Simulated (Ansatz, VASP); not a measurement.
Two plane-wave programs on As2Se

```xyz
6
Lattice="-3.5821 3.5821 2.6482 3.5821 -3.5821 2.6482 3.5821 3.5821 -2.6482" Properties=species:S:1:pos:R:3 pbc="T T T"
As    0.0000   -1.7911    0.6621
As    0.0000    1.7911    0.6621
As    1.7911    0.0000   -0.6621
As    1.7911   -3.5821    1.9862
Se    0.0000    0.0000    2.6482
Se    3.5821    0.0000    1.3241
```

Alike in both runs: functional RPBE; k mesh 6 × 6 × 6; no spin polarisation.

Ansatz relaxed the structure, and its values are those at the end. VASP's run is a single point on that final structure, the one shown.

```csv
,VASP,Ansatz
version,VASP 6.6.1,Ansatz 0.2.0
potentials or method,"VASP PAW PBE potentials, release 64 (As, Se), cutoff 500 eV","plane waves, PAW"
occupations,"fermi-dirac, width 0.1 eV",fermi-dirac
valence electrons in the cell,32,92
```

```tsv
	VASP	Ansatz	Ansatz less VASP
pressure (GPa)	0.0	0.0	-0.03
```

VASP's potentials were made for PBE, not for RPBE. VASP's potentials hold 32 valence electrons a cell and Ansatz's 92, so a difference there can come from the potentials and not from the codes.
